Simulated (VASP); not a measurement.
# Cr (P6/mmm) in VASP: further runs, part 2 of 2

VASP 6.6.1. The steps go on from the part before.

## Step 3: Single point, revPBE (12.04 Å³/atom)

This run uses another cell than the first one, of 12.04 Å³/atom.

File INCAR:

```
SYSTEM = Cr
ALGO = Normal
EDIFF = 1E-6
ENCUT = 520
GGA = RE
ISIF = 2
ISMEAR = -1
LASPH = .True.
LCHARG = .True.
LELF = .True.
LREAL = .False.
LVHAR = .True.
LWAVE = .False.
NBANDS = 25
NELM = 60
PREC = Accurate
SIGMA = 0.1
```

File KPOINTS:

```
k-points
0
Gamma
  10 10 15
  0 0 0
```

File POSCAR:

```
Cr
1.0
    4.2538943468      0.0000000000      0.0000000000
   -2.1269471734      3.6839805694      0.0000000000
    0.0000000000      0.0000000000      2.3041048015
Cr
3
Direct
    0.0000000000      1.0000000000      0.0000000000
    0.3333333333      0.6666666667      0.5000000000
    0.6666666667      0.3333333333      0.5000000000
```

Potentials or basis: VASP PAW PBE potentials, release 64 (Cr_pv).

Run with:

```
cat potpaw_PBE.64/Cr_pv/POTCAR > POTCAR
mpirun -np 1 vasp_std > vasp.out
```

OUTCAR:

```text
SYSTEM = Cr
   EDIFF = 1E-6
   ENCUT = 520
   GGA = RE
   ISIF = 2
   ISMEAR = -1
   LASPH = .True.
   LREAL = .False.
   NELM = 60
   PREC = Accurate

 ion  position               nearest neighbor table
   1  0.000  0.000  0.000-   2 2.71   3 2.71   2 2.71   3 2.71   3 2.71   3 2.71   2 2.71   2 2.71
                             3 2.71   3 2.71   2 2.71   2 2.71
   2  0.333  0.667  0.500-   3 2.46   3 2.46   3 2.46   1 2.71   1 2.71   1 2.71   1 2.71   1 2.71
                             1 2.71
   3  0.667  0.333  0.500-   2 2.46   2 2.46   2 2.46   1 2.71   1 2.71   1 2.71   1 2.71   1 2.71
                             1 2.71

  LATTYP: Found a hexagonal cell.
 ALAT       =     4.2538943468
 C/A-ratio  =     0.5416459869

  Lattice vectors:

 A1 = (   4.2538943468,   0.0000000000,   0.0000000000)
 A2 = (  -2.1269471734,   3.6839805694,   0.0000000000)
 A3 = (   0.0000000000,   0.0000000000,   2.3041048015)

Analysis of symmetry for initial positions (statically):
=====================================================================
 Subroutine PRICEL returns:
 Original cell was already a primitive cell.

 Routine SETGRP: Setting up the symmetry group for a
 hexagonal supercell.

 Subroutine GETGRP returns: Found 24 space group operations
 (whereof 24 operations were pure point group operations)
 out of a pool of 24 trial point group operations.

The static configuration has the point symmetry D_6h.

Analysis of symmetry for dynamics (positions and initial velocities):
=====================================================================
 Subroutine PRICEL returns:
 Original cell was already a primitive cell.

 Routine SETGRP: Setting up the symmetry group for a
 hexagonal supercell.

 Subroutine GETGRP returns: Found 24 space group operations
 (whereof 24 operations were pure point group operations)
 out of a pool of 24 trial point group operations.

The dynamic configuration has the point symmetry D_6h.

 Subroutine INISYM returns: Found 24 space group operations
 (whereof 24 operations are pure point group operations),
 and found     1 'primitive' translations

----------------------------------------------------------------------------------------

                                     Primitive cell

  volume of cell :      36.1082

  direct lattice vectors                    reciprocal lattice vectors
     4.253894347  0.000000000  0.000000000     0.235078711  0.135722757  0.000000000
    -2.126947173  3.683980569  0.000000000     0.000000000  0.271445514  0.000000000
     0.000000000  0.000000000  2.304104801     0.000000000  0.000000000  0.434008036

  length of vectors
     4.253894347  4.253894347  2.304104801     0.271445514  0.271445514  0.434008036

  position of ions in fractional coordinates (direct lattice)
     0.000000000  0.000000000  0.000000000
     0.333333333  0.666666667  0.500000000
     0.666666667  0.333333333  0.500000000

  ion indices of the primitive-cell ions
   primitive index   ion index
                 1           1
                 2           2
                 3           3

----------------------------------------------------------------------------------------

 KPOINTS: k-points

Automatic generation of k-mesh.
 Grid dimensions read from file:
 generate k-points for:   10   10   15

 Generating k-lattice:

  Cartesian coordinates                     Fractional coordinates (reciprocal lattice)
     0.023507871  0.013572276  0.000000000     0.100000000  0.000000000  0.000000000
     0.000000000  0.027144551  0.000000000     0.000000000  0.100000000  0.000000000
     0.000000000  0.000000000  0.028933869     0.000000000  0.000000000  0.066666667

  Length of vectors
     0.027144551  0.027144551  0.028933869

  Shift w.r.t. Gamma in fractional coordinates (k-lattice)
     0.000000000  0.000000000  0.000000000

 Subroutine IBZKPT returns following result:
 ===========================================

 Found    112 irreducible k-points:

 Following reciprocal coordinates:
            Coordinates               Weight
  0.000000  0.000000  0.000000      1.000000
  0.100000  0.000000  0.000000      6.000000
  0.200000  0.000000  0.000000      6.000000
  0.300000  0.000000  0.000000      6.000000
  0.400000  0.000000  0.000000      6.000000
  0.500000  0.000000  0.000000      3.000000
[... 16 lines left out ...]
  0.300000  0.100000  0.066667     24.000000
  0.400000  0.100000  0.066667     24.000000
 [... further k-points ...]
   k-points           NKPTS =    112   k-points in BZ     NKDIM =    112   number of bands    NBANDS=     25
   number of dos      NEDOS =    301   number of ions     NIONS =      3
   total plane-waves  NPLWV =  18432
   dimension x,y,z NGX =    32 NGY =   32 NGZ =   18
   dimension x,y,z NGXF=    64 NGYF=   64 NGZF=   36
   ions per type =               3
   NGX,Y,Z   is equivalent  to a cutoff of  12.51, 12.51, 12.99 a.u.
   NGXF,Y,Z  is equivalent  to a cutoff of  25.01, 25.01, 25.97 a.u.
 SYSTEM =  Cr
   PREC   = accura    normal or accurate (medium, high low for compatibility)
   ISTART =      0    job   : 0-new  1-cont  2-samecut
   ICHARG =      2    charge: 1-file 2-atom 10-const
   ISPIN  =      1    spin polarized calculation?
   LNONCOLLINEAR =      F non collinear calculations
   LSORBIT =      F    spin-orbit coupling
   LASPH  =      T    aspherical Exc in radial PAW
   ENCUT  =  520.0 eV  38.22 Ry    6.18 a.u.   7.91  7.91  4.28*2*pi/ulx,y,z
   NELM   =     60;   NELMIN=  2; NELMDL= -5     # of ELM steps
   EDIFF  = 0.1E-05   stopping-criterion for ELM
   LREAL  =      F    real-space projection
   EDIFFG = 0.1E-04   stopping-criterion for IOM
   NSW    =      0    number of steps for IOM
   IBRION =     -1    ionic relax: 0-MD 1-quasi-New 2-CG
   NFREE  =      0    steps in history (QN), initial steepest desc. (CG)
   ISIF   =      2    stress and relaxation
   ISYM   =      2    0-nonsym 1-usesym 2-fastsym
   POTIM  = 0.5000    time-step for ionic-motion
   TEBEG  =    0.0;   TEEND  =   0.0 temperature during run
   PSTRESS=    0.0 pullay stress
   NELECT =      36.0000    total number of electrons
   NUPDOWN=      -1.0000    fix difference up-down
   EMIN   =  10.00;   EMAX   =-10.00  energy-range for DOS
   EFERMI =   0.00;   METHOD = LEGACY
   ISMEAR =    -1;   SIGMA  =   0.10  broadening in eV -4-tet -1-fermi 0-gaus
   EFERMI_NEDOS =   21; number of points for ismear=-14 and -15
   IALGO  =     38    algorithm
   IMIX   =      4    mixing-type and parameters
     AMIX     =   0.40;   BMIX     =  1.00
     AMIX_MAG =   1.60;   BMIX_MAG =  1.00
  volume/ion in A,a.u.               =      12.04        81.22
  Fermi-wavevector in a.u.,A,eV,Ry     =   1.635461  3.090574 36.391956  2.674733
  Thomas-Fermi vector in A             =   2.726930
   LORBIT       =      0    0 simple, 1 ext, 2 COOP (PROOUT), +10 PAW based schemes
   GGA     = RE    functional components
   LHFCALC =     F    Hartree Fock is set to
   AEXX    =    0.0000 exact exchange contribution
   IVDW    =     0    specifies the selected vdW correction
   LEPSILON=     F    determine dielectric tensor
   LRPA    =     F    only Hartree local field effects (RPA)
 non-spin polarized calculation
  energy-cutoff  :      520.00
  volume of cell :       36.11
 maximum number of plane-waves:       988
 NGX is ok and might be reduce to    32
   NGX = 15   NGY = 15   NGZ =  9

 number of electron      35.9999987 magnetization

 Free energy of the ion-electron system (eV)
  ---------------------------------------------------
  ext. energy  EPLUGINS =         0.00000000
  ---------------------------------------------------
  free energy    TOTEN  =       -26.36333591 eV

  energy without entropy =      -26.20378582  energy(sigma->0) =      -26.28356086

 E-fermi :  10.4214     XC(G=0): -13.3196

 val. band max:       10.4187841784   @ k =   0.2000   0.1000   0.3333
 cond. band min:      10.4253352168   @ k =   0.2000   0.0000   0.0000
 fundamental gap:      0.0065510384
 Fermi energy:        10.4213995453

 k-point     1 :       0.0000    0.0000    0.0000
  band No.  band energies     occupation
      1     -32.7660      2.00000
      2     -32.7660      2.00000
      3     -32.7381      2.00000
      4     -32.7381      2.00000
      5     -32.2388      2.00000
      6     -32.2388      2.00000
[... 661 lines left out ...]
     24      12.5966      0.00000
     25      12.6905      0.00000

 [... further k-points ...]

------------------------ aborting loop because EDIFF is reached ----------------------------------------

  FORCE on cell =-STRESS in cart. coord.  units (eV):
  Direction    XX          YY          ZZ          XY          YZ          ZX
  --------------------------------------------------------------------------------------
  -------------------------------------------------------------------------------------
  Total       -0.1031251     -0.1031251      0.0285947      0.0000000      0.0000000      0.0000000
  in kB       -4.5758193     -4.5758193      1.2687893      0.0000000      0.0000000      0.0000000
  external PRESSURE =      -2.6276165 kB  Pullay stress =       0.0000000 kB

 VOLUME and BASIS-vectors are now :
 -----------------------------------------------------------------------------
  energy-cutoff  :      520.00
  volume of cell :       36.11
      direct lattice vectors                 reciprocal lattice vectors
     4.253894347  0.000000000  0.000000000     0.235078711  0.135722757  0.000000000
    -2.126947173  3.683980569  0.000000000     0.000000000  0.271445514  0.000000000
     0.000000000  0.000000000  2.304104801     0.000000000  0.000000000  0.434008036

 POSITION                                       TOTAL-FORCE (eV/Angst)
 -----------------------------------------------------------------------------------
      0.00000      0.00000      0.00000        -0.000000      0.000000      0.000000
     -0.00000      2.45599      1.15205        -0.000000      0.000000      0.000000
      2.12695      1.22799      1.15205         0.000000     -0.000000     -0.000000
 -----------------------------------------------------------------------------------
    total drift:                               -0.000000      0.000000      0.000000

  FREE ENERGIE OF THE ION-ELECTRON SYSTEM (eV)
  ---------------------------------------------------
  free  energy   TOTEN  =       -26.3633359089 eV

  energy  without entropy=      -26.2037858150  energy(sigma->0) =      -26.28356086
```

OSZICAR:

```text
N       E                     dE             d eps       ncg     rms          rms(c)
DAV:   1     0.415360108835E+03    0.41536E+03   -0.20597E+04  5600   0.178E+03
DAV:   2    -0.119375880068E+02   -0.42730E+03   -0.41740E+03  5693   0.524E+02
DAV:   3    -0.302576874771E+02   -0.18320E+02   -0.17759E+02  6575   0.124E+02
DAV:   4    -0.306788355318E+02   -0.42115E+00   -0.41764E+00  6417   0.181E+01
DAV:   5    -0.306908048593E+02   -0.11969E-01   -0.11965E-01  6950   0.299E+00    0.203E+01
DAV:   6    -0.264275989949E+02    0.42632E+01   -0.25929E+01  5966   0.481E+01    0.302E+00
DAV:   7    -0.268060879672E+02   -0.37849E+00   -0.23238E+00  7270   0.177E+01    0.758E+00
DAV:   8    -0.263818076393E+02    0.42428E+00   -0.16484E+00  7158   0.104E+01    0.153E+00
DAV:   9    -0.263644476871E+02    0.17360E-01   -0.46506E-02  6048   0.222E+00    0.353E-01
DAV:  10    -0.263633637033E+02    0.10840E-02   -0.80329E-03  7107   0.900E-01    0.133E-01
DAV:  11    -0.263633526421E+02    0.11061E-04   -0.37645E-04  7187   0.226E-01    0.763E-02
DAV:  12    -0.263633432994E+02    0.93427E-05   -0.94198E-05  6585   0.999E-02    0.284E-02
DAV:  13    -0.263633374440E+02    0.58554E-05   -0.24527E-05  6777   0.595E-02    0.511E-03
DAV:  14    -0.263633357879E+02    0.16561E-05   -0.78070E-07  3040   0.931E-03    0.113E-03
DAV:  15    -0.263633359089E+02   -0.12099E-06   -0.25995E-07  2878   0.433E-03
   1 F= -.26363336E+02 E0= -.26283561E+02  d E =-.159550E+00
```

Run time: 30 s. Hardware: 1 thread of Intel Xeon 6975P-C (Granite Rapids), shared host; peak memory 0.19 GiB.

What came out:

```yaml
Free_energy: -26.3633 eV
Pressure: -0.3 GPa
Band_gap_on_the_k_mesh: zero (bands 18 and 19 overlap by 0.69 eV)
```

Levels at points of the mesh, in eV from the Fermi level:
```
           k point  band 14  band 15  band 16  band 17  band 18  band 19  band 20  band 21  band 22  band 23
(0.00, 0.00, 0.00)    -2.10    -2.03    -2.03    -1.77    -0.31    -0.31     1.29     1.29     1.33     1.33
(0.50, 0.00, 0.00)    -2.36    -1.92    -1.74    -1.57     0.38     0.73     1.32     1.42     1.47     1.72
```

Caveat: the PAW data sets were made with another functional, which shifts forces and pressure a little; the run has no spin polarisation, though such a crystal can be magnetic. Spin polarisation is off, so any magnetic state and its effect on volume and gap are missing.

## Step 4: Single point, revPBE (12.52 Å³/atom)

This run uses another cell than the first one, of 12.52 Å³/atom.

File INCAR:

```
ALGO = Normal
EDIFF = 1E-6
ENCUT = 520
GGA = RE
ISIF = 2
ISMEAR = -1
LASPH = T
LCHARG = F
LREAL = F
LWAVE = F
NBANDS = 25
NELM = 100
PREC = Accurate
SIGMA = 0.1
```

File KPOINTS:

```
k-points
0
Gamma
  10 10 15
```

File POSCAR:

```
Cr
1.0
    4.3098730604      0.0000000000      0.0000000000
   -2.1549365302      3.7324595574      0.0000000000
    0.0000000000      0.0000000000      2.3344254470
Cr
3
Direct
    0.0000000000      1.0000000000      0.0000000000
    0.3333333333      0.6666666667      0.5000000000
    0.6666666667      0.3333333333      0.5000000000
```

Run with:

```
cat potpaw_PBE.64/Cr_pv/POTCAR > POTCAR
mpirun -np 1 vasp_std > vasp.out
```

It took 31 s on 1 thread of Intel Xeon 6975P-C (Granite Rapids), shared host; peak memory 0.2 GiB.

It converged, with:

| Quantity | Value |
| --- | --- |
| Free energy | -26.3241 eV |
| Pressure | -8.4 GPa |
| Band gap on the k mesh | zero (bands 18 and 19 overlap by 0.61 eV) |

Stress tensor (GPa, compression positive):
```
-8.35  0.00  0.00
 0.00 -8.35  0.00
 0.00  0.00 -8.43
```

Levels at points of the mesh, in eV from the Fermi level:
| k point | band 15 | band 16 | band 17 | band 18 | band 19 | band 20 | band 21 | band 22 |
| --- | --- | --- | --- | --- | --- | --- | --- | --- |
| (0.00, 0.00, 0.00) | -1.95 | -1.95 | -1.68 | -0.28 | -0.28 | 1.23 | 1.23 | 1.27 |
| (0.50, 0.00, 0.00) | -1.81 | -1.66 | -1.47 | 0.32 | 0.71 | 1.24 | 1.35 | 1.40 |

Caveat: the cell stands under tension; the PAW data sets were made with another functional, which shifts forces and pressure a little; the run has no spin polarisation, though such a crystal can be magnetic. Spin polarisation is off, so any magnetic state and its effect on volume and gap are missing.

## Step 5: The runs side by side

```csv
cell,gap on the mesh (eV),pressure (GPa)
"a = 4.196, b = 4.196, c = 2.273 Å, angles 90.0, 90.0, 120.0°, 3 atoms",none,9.8
"a = 4.254, b = 4.254, c = 2.304 Å, angles 90.0, 90.0, 120.0°, 3 atoms",none,-0.3
"a = 4.310, b = 4.310, c = 2.334 Å, angles 90.0, 90.0, 120.0°, 3 atoms",none,-8.4
```

Alike in all rows: task single point; level revPBE; potentials or basis VASP PAW PBE potentials, release 64 (Cr_pv); no spin polarisation; k mesh 10 × 10 × 15; cutoff (eV) 520; smearing fermi-dirac 0.1 eV.

Caveats: the PAW data sets were made with another functional, which shifts forces and pressure a little; the run has no spin polarisation, though such a crystal can be magnetic; the cell stands under pressure (at least some runs); the cell stands under tension (at least some runs).

Absolute energies hang on the potentials; compare differences alone.
